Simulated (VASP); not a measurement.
# Al3BAs4 (I-42m) in VASP: relaxation of cell and atoms with PBE

Aim: the relaxation of cell and atoms of Al3BAs4 with PBE.

Program: VASP 6.6.1. These are calculated values, not measurements. Logs are shortened: lines on timing, memory, paths and dates and some standing lists are left out, and cuts for length are marked.

## Step 1: The cell of the first run

It takes space group I-42m (No. 121, tetragonal). Conventional cell: a = 5.516 Å, b = 5.516 Å, c = 10.929 Å, α = 90.00°, β = 90.00°, γ = 90.00°. Within 3.3 Å of Al (site symmetry -42m) lie 4 As at 2.51 Å. Within 3.2 Å of Al (site symmetry -4) lie 4 As at 2.46 Å. B (site symmetry -42m) has 4 As at 2.13 Å within 2.8 Å. Within 2.8 Å of As (site symmetry m) lie 1 B at 2.13 Å and 3 Al at 2.46 to 2.51 Å.

## Step 2: Relaxation of cell and atoms, PBE

File INCAR:

```
SYSTEM = Al3BAs4
ALGO = Normal
EDIFF = 1E-6
EDIFFG = -0.01
ENCUT = 600
GGA = PE
IBRION = 2
ISIF = 3
ISMEAR = 0
LASPH = .TRUE.
LCHARG = .FALSE.
LREAL = .FALSE.
LWAVE = .FALSE.
NELM = 100
NSW = 100
PREC = Accurate
SIGMA = 0.02
```

File KPOINTS:

```
k-points
0
G
  8 8 8
  0 0 0
```

File POSCAR:

```
Al3BAs4
1.0
   -2.7578794386      2.7578794386      5.4642693864
    2.7578794386     -2.7578794386      5.4642693864
    2.7578794386      2.7578794386     -5.4642693864
Al B As
3 1 4
Direct
    0.0000000000      0.0000000000      0.0000000000
    0.2500000000      0.7500000000      0.5000000000
    0.7500000000      0.2500000000      0.5000000000
    0.5000000000      0.5000000000      0.0000000000
    0.6057703580      0.6057703580      0.4411985705
    0.1645717875      0.1645717875      0.5588014295
    0.8354282125      0.3942296420      0.0000000000
    0.3942296420      0.8354282125      0.0000000000
```

Potentials or basis: VASP PAW PBE potentials, release 64 (Al, B, As).

Launch:

```console
cat potpaw_PBE.64/Al/POTCAR potpaw_PBE.64/B/POTCAR potpaw_PBE.64/As/POTCAR > POTCAR
mpirun -np 1 vasp_std > vasp.out
```

OUTCAR:

```text
SYSTEM = Al3BAs4
   EDIFF = 1E-6
   EDIFFG = -0.01
   ENCUT = 600
   GGA = PE
   IBRION = 2
   ISIF = 3
   ISMEAR = 0
   LASPH = .TRUE.
   LREAL = .FALSE.
   NELM = 100
   NSW = 100
   PREC = Accurate

 ion  position               nearest neighbor table
   1  0.000  0.000  0.000-   6 2.51   7 2.51   8 2.51   5 2.51
   2  0.250  0.750  0.500-   5 2.46   6 2.46   8 2.46   7 2.46
   3  0.750  0.250  0.500-   5 2.46   6 2.46   7 2.46   8 2.46
   4  0.500  0.500  0.000-   5 2.13   6 2.13   7 2.13   8 2.13
   5  0.606  0.606  0.441-   4 2.13   3 2.46   2 2.46   1 2.51
   6  0.165  0.165  0.559-   4 2.13   3 2.46   2 2.46   1 2.51
   7  0.835  0.394  0.000-   4 2.13   3 2.46   2 2.46   1 2.51
   8  0.394  0.835  0.000-   4 2.13   2 2.46   3 2.46   1 2.51

  LATTYP: Found a body centered tetragonal cell.
 ALAT       =     5.5157588772
 C/A-ratio  =     1.9813300429

  Lattice vectors:

 A1 = (  -2.7578794386,   2.7578794386,   5.4642693864)
 A2 = (   2.7578794386,  -2.7578794386,   5.4642693864)
 A3 = (   2.7578794386,   2.7578794386,  -5.4642693864)

Analysis of symmetry for initial positions (statically):
=====================================================================
 Subroutine PRICEL returns:
 Original cell was already a primitive cell.

 Routine SETGRP: Setting up the symmetry group for a
 body centered tetragonal supercell.

 Subroutine GETGRP returns: Found  8 space group operations
 (whereof  8 operations were pure point group operations)
 out of a pool of 16 trial point group operations.

The static configuration has the point symmetry D_2d.

Analysis of symmetry for dynamics (positions and initial velocities):
=====================================================================
 Subroutine PRICEL returns:
 Original cell was already a primitive cell.

 Routine SETGRP: Setting up the symmetry group for a
 body centered tetragonal supercell.

 Subroutine GETGRP returns: Found  8 space group operations
 (whereof  8 operations were pure point group operations)
 out of a pool of 16 trial point group operations.

The dynamic configuration has the point symmetry D_2d.

 Subroutine INISYM returns: Found  8 space group operations
 (whereof  8 operations are pure point group operations),
 and found     1 'primitive' translations

----------------------------------------------------------------------------------------

                                     Primitive cell

  volume of cell :     166.2427

  direct lattice vectors                    reciprocal lattice vectors
    -2.757879439  2.757879439  5.464269386     0.000000000  0.181298716  0.091503541
     2.757879439 -2.757879439  5.464269386     0.181298716  0.000000000  0.091503541
     2.757879439  2.757879439 -5.464269386     0.181298716  0.181298716  0.000000000

  length of vectors
     6.713422221  6.713422221  6.713422221     0.203081566  0.203081566  0.256395102

  position of ions in fractional coordinates (direct lattice)
     0.000000000  0.000000000  0.000000000
     0.250000000  0.750000000  0.500000000
     0.750000000  0.250000000  0.500000000
     0.500000000  0.500000000  0.000000000
     0.605770358  0.605770358  0.441198570
     0.164571788  0.164571788  0.558801430
     0.835428212  0.394229642  0.000000000
     0.394229642  0.835428212  0.000000000

  ion indices of the primitive-cell ions
   primitive index   ion index
                 1           1
                 2           2
                 3           3
                 4           4
                 5           5
                 6           6
                 7           7
                 8           8

----------------------------------------------------------------------------------------

 KPOINTS: k-points

Automatic generation of k-mesh.
 Grid dimensions read from file:
 generate k-points for:    8    8    8

 Generating k-lattice:

  Cartesian coordinates                     Fractional coordinates (reciprocal lattice)
     0.000000000  0.022662339  0.011437943     0.125000000  0.000000000  0.000000000
     0.022662339  0.000000000  0.011437943     0.000000000  0.125000000  0.000000000
     0.022662339  0.022662339  0.000000000     0.000000000  0.000000000  0.125000000

  Length of vectors
     0.025385196  0.025385196  0.032049388

  Shift w.r.t. Gamma in fractional coordinates (k-lattice)
     0.000000000  0.000000000  0.000000000

 Subroutine IBZKPT returns following result:
 ===========================================

 Found     59 irreducible k-points:

 Following reciprocal coordinates:
            Coordinates               Weight
  0.000000  0.000000  0.000000      1.000000
  0.125000  0.000000  0.000000      8.000000
  0.250000  0.000000  0.000000      8.000000
  0.375000  0.000000  0.000000      8.000000
  0.500000  0.000000  0.000000      4.000000
  0.125000  0.125000  0.000000      8.000000
[... 16 lines left out ...]
  0.250000  0.125000  0.125000     16.000000
  0.375000  0.125000  0.125000      8.000000
 [... further k-points ...]
   k-points           NKPTS =     59   k-points in BZ     NKDIM =     59   number of bands    NBANDS=     21
   number of dos      NEDOS =    301   number of ions     NIONS =      8
   total plane-waves  NPLWV = 157464
   dimension x,y,z NGX =    54 NGY =   54 NGZ =   54
   dimension x,y,z NGXF=   108 NGYF=  108 NGZF=  108
   ions per type =               3   1   4
   NGX,Y,Z   is equivalent  to a cutoff of  13.37, 13.37, 13.37 a.u.
   NGXF,Y,Z  is equivalent  to a cutoff of  26.74, 26.74, 26.74 a.u.
 SYSTEM =  Al3BAs4
   PREC   = accura    normal or accurate (medium, high low for compatibility)
   ISTART =      0    job   : 0-new  1-cont  2-samecut
   ICHARG =      2    charge: 1-file 2-atom 10-const
   ISPIN  =      1    spin polarized calculation?
   LNONCOLLINEAR =      F non collinear calculations
   LSORBIT =      F    spin-orbit coupling
   LASPH  =      T    aspherical Exc in radial PAW
   ENCUT  =  600.0 eV  44.10 Ry    6.64 a.u.  13.41 13.41 13.41*2*pi/ulx,y,z
   NELM   =    100;   NELMIN=  2; NELMDL= -5     # of ELM steps
   EDIFF  = 0.1E-05   stopping-criterion for ELM
   LREAL  =      F    real-space projection
   EDIFFG = -.1E-01   stopping-criterion for IOM
   NSW    =    100    number of steps for IOM
   IBRION =      2    ionic relax: 0-MD 1-quasi-New 2-CG
   NFREE  =      1    steps in history (QN), initial steepest desc. (CG)
   ISIF   =      3    stress and relaxation
   ISYM   =      2    0-nonsym 1-usesym 2-fastsym
   POTIM  = 0.5000    time-step for ionic-motion
   TEBEG  =    0.0;   TEEND  =   0.0 temperature during run
   PSTRESS=    0.0 pullay stress
   NELECT =      32.0000    total number of electrons
   NUPDOWN=      -1.0000    fix difference up-down
   EMIN   =  10.00;   EMAX   =-10.00  energy-range for DOS
   EFERMI =   0.00;   METHOD = LEGACY
   ISMEAR =     0;   SIGMA  =   0.02  broadening in eV -4-tet -1-fermi 0-gaus
   EFERMI_NEDOS =   21; number of points for ismear=-14 and -15
   IALGO  =     38    algorithm
   IMIX   =      4    mixing-type and parameters
     AMIX     =   0.40;   BMIX     =  1.00
     AMIX_MAG =   1.60;   BMIX_MAG =  1.00
  volume/ion in A,a.u.               =      20.78       140.23
  Fermi-wavevector in a.u.,A,eV,Ry     =   0.945244  1.786252 12.156619  0.893486
  Thomas-Fermi vector in A             =   2.073127
   LORBIT       =      0    0 simple, 1 ext, 2 COOP (PROOUT), +10 PAW based schemes
   GGA     = PE    functional components
   LHFCALC =     F    Hartree Fock is set to
   AEXX    =    0.0000 exact exchange contribution
   IVDW    =     0    specifies the selected vdW correction
   LEPSILON=     F    determine dielectric tensor
   LRPA    =     F    only Hartree local field effects (RPA)
 conjugate gradient relaxation of ions
 non-spin polarized calculation
 Gauss-broadening in eV      SIGMA  =   0.02
  energy-cutoff  :      600.00
  volume of cell :      166.24
 maximum number of plane-waves:      5586
 NGX is ok and might be reduce to    54
   NGX = 27   NGY = 27   NGZ = 27

--------------------------------------- Ionic step        1  -------------------------------------------

 number of electron      32.0000000 magnetization

 Free energy of the ion-electron system (eV)
  ---------------------------------------------------
  ext. energy  EPLUGINS =         0.00000000
  ---------------------------------------------------
  free energy    TOTEN  =       -38.85040699 eV

  energy without entropy =      -38.85040699  energy(sigma->0) =      -38.85040699

------------------------ aborting loop because EDIFF is reached ----------------------------------------

  FORCE on cell =-STRESS in cart. coord.  units (eV):
  Direction    XX          YY          ZZ          XY          YZ          ZX
  --------------------------------------------------------------------------------------
  -------------------------------------------------------------------------------------
  Total        0.2690375      0.2690375      0.3436290      0.0000000     -0.0000000      0.0000000
  in kB        2.5928697      2.5928697      3.3117517      0.0000000     -0.0000000      0.0000000
  external PRESSURE =       2.8324970 kB  Pullay stress =       0.0000000 kB
[... 69 lines left out ...]
  energy  without entropy=      -38.8508353264  energy(sigma->0) =      -38.85083533

--------------------------------------- Ionic step        3  -------------------------------------------

 number of electron      32.0000001 magnetization

 Free energy of the ion-electron system (eV)
  ---------------------------------------------------
  ext. energy  EPLUGINS =         0.00000000
  ---------------------------------------------------
  free energy    TOTEN  =       -38.85095210 eV

  energy without entropy =      -38.85095210  energy(sigma->0) =      -38.85095210

 E-fermi :   4.3386     XC(G=0):  -9.2603

 val. band max:        4.2414846094   @ k =   0.0000   0.0000   0.0000
 cond. band min:       5.3164763833   @ k =   0.0000   0.0000   0.0000
 fundamental gap:      1.0749917738
 Fermi energy:         4.3385892007

 k-point     1 :       0.0000    0.0000    0.0000
  band No.  band energies     occupation
      1      -8.4299      2.00000
      2      -5.9843      2.00000
      3      -5.9014      2.00000
      4      -5.9014      2.00000
      5      -2.9417      2.00000
      6      -1.0466      2.00000
[... 550 lines left out ...]
      5      -2.1942      2.00000
      6      -1.3357      2.00000
[... 13 lines left out ...]
     20       7.8770      0.00000
     21       8.0274      0.00000

 [... further k-points ...]
[... 5 lines left out ...]
  --------------------------------------------------------------------------------------
  -------------------------------------------------------------------------------------
  Total       -0.0250781     -0.0250781      0.0271852      0.0000000     -0.0000000      0.0000000
  in kB       -0.2408214     -0.2408214      0.2610556      0.0000000     -0.0000000      0.0000000
  external PRESSURE =      -0.0735291 kB  Pullay stress =       0.0000000 kB
[... 23 lines left out ...]
  FREE ENERGIE OF THE ION-ELECTRON SYSTEM (eV)
  ---------------------------------------------------
  free  energy   TOTEN  =       -38.8509520970 eV

  energy  without entropy=      -38.8509520970  energy(sigma->0) =      -38.85095210

 reached required accuracy - stopping structural energy minimisation
```

Wall time 7.3 min (1 thread of Intel Xeon 6975P-C (Granite Rapids), shared host); peak memory 0.58 GiB.

What came out:

```
Free energy                            : -38.8510 eV
Relaxed volume                         : 20.86 Å³/atom
Relaxed cell                           : a = 6.722 Å, b = 6.722 Å, c = 6.722 Å, α = 131.50°, β = 131.50°, γ = 71.02°
Space group after relaxing (to 0.05 Å) : I-42m (No. 121)
Energy gained by relaxing              : 0.1 meV/atom
Ionic steps                            : 3
Pressure after relaxing                : 0.0 GPa
Largest force after relaxing           : 0.008 eV/Å
Band gap on the k mesh                 : 1.07 eV, direct
```

Forces on the atoms (eV/Å):
```
Al   0.000  0.000  0.000
Al   0.000  0.000  0.000
Al   0.000  0.000  0.000
B    0.000  0.000  0.000
As   0.005  0.005 -0.004
As  -0.005 -0.005 -0.004
As  -0.005  0.005  0.004
As   0.005 -0.005  0.004
```

The path:
| step | energy change (eV) | largest force (eV/Å) | pressure (GPa) | volume (Å³) |
| --- | --- | --- | --- | --- |
| 1 | 0.0000 | 0.0149 | 0.28 | 166.24 |
| 2 | -0.0004 | 0.0056 | -0.13 | 167.13 |
| 3 | -0.0005 | 0.0084 | -0.01 | 166.84 |

Final structure:
```yaml
crystal:
  lattice:
    - [-2.76092, 2.76092, 5.47196]
    - [2.76092, -2.76092, 5.47196]
    - [2.76092, 2.76092, -5.47196]
  atoms:
    - { symbol: Al, position: [0.00000, 0.00000, 0.00000] }
    - { symbol: Al, position: [0.25000, 0.75000, 0.50000] }
    - { symbol: Al, position: [0.75000, 0.25000, 0.50000] }
    - { symbol: B, position: [0.50000, 0.50000, 0.00000] }
    - { symbol: As, position: [0.60580, 0.60580, 0.44131] }
    - { symbol: As, position: [0.16450, 0.16450, 0.55869] }
    - { symbol: As, position: [0.83550, 0.39420, 0.00000] }
    - { symbol: As, position: [0.39420, 0.83550, 0.00000] }
```

Levels at points of the mesh, in eV from the valence-band top:
| k point | band 12 | band 13 | band 14 | band 15 | band 16 | band 17 | band 18 | band 19 | band 20 | band 21 |
| --- | --- | --- | --- | --- | --- | --- | --- | --- | --- | --- |
| (0.00, 0.00, 0.00) | -2.31 | -2.31 | -0.10 | 0.00 | 0.00 | 1.07 | 1.46 | 2.36 | 3.40 | 3.40 |
| (0.50, 0.00, 0.00) | -2.14 | -1.98 | -1.88 | -1.24 | -1.03 | 2.83 | 3.17 | 3.44 | 3.55 | 3.73 |
| (0.50, 0.50, 0.00) | -1.32 | -1.21 | -0.92 | -0.79 | -0.66 | 1.33 | 2.23 | 2.64 | 3.59 | 3.87 |
| (0.50, 0.50, 0.50) | -2.23 | -1.70 | -1.70 | -1.26 | -1.26 | 1.40 | 1.40 | 1.83 | 2.08 | 2.20 |
